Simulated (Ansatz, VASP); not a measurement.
Two plane-wave programs on EuO

```xyz
2
Lattice="0.0000 2.5720 2.5720 2.5720 0.0000 2.5720 2.5720 2.5720 0.0000" Properties=species:S:1:pos:R:3 pbc="T T T"
Eu    0.0000    0.0000    0.0000
O     2.5720    2.5720    2.5720
```

Alike in both runs: task single point; functional LDA; k mesh 9 × 9 × 9; collinear spin.

|  | VASP | Ansatz |
| --- | --- | --- |
| version | VASP 6.6.1 | Ansatz 0.2.0 |
| potentials or method | VASP PAW PBE potentials, release 64 (Eu, O), cutoff 600 eV | plane waves, PAW |
| occupations | fermi-dirac, width 0.1 eV | fermi-dirac |
| valence electrons in the cell | 23 | 23 |

|  | VASP | Ansatz | Ansatz less VASP |
| --- | --- | --- | --- |
| gap on the k mesh at the Fermi level (eV) | none | none | - |
| net moment per atom (μB) | 3.43 | 3.45 | +0.012 |
| size of the moment on the site where the two differ most (μB) | 6.55 | 6.57 | +0.022 |

VASP's potentials were made for PBE, not for LDA. LDA's correlation is that of Perdew and Zunger in VASP and of Perdew and Wang (1992) in Ansatz. Site moments also hang on the region over which each program counts them. A gap of «none» marks a metal or a gap that the smearing closes.

Spin-orbit coupling is off throughout.
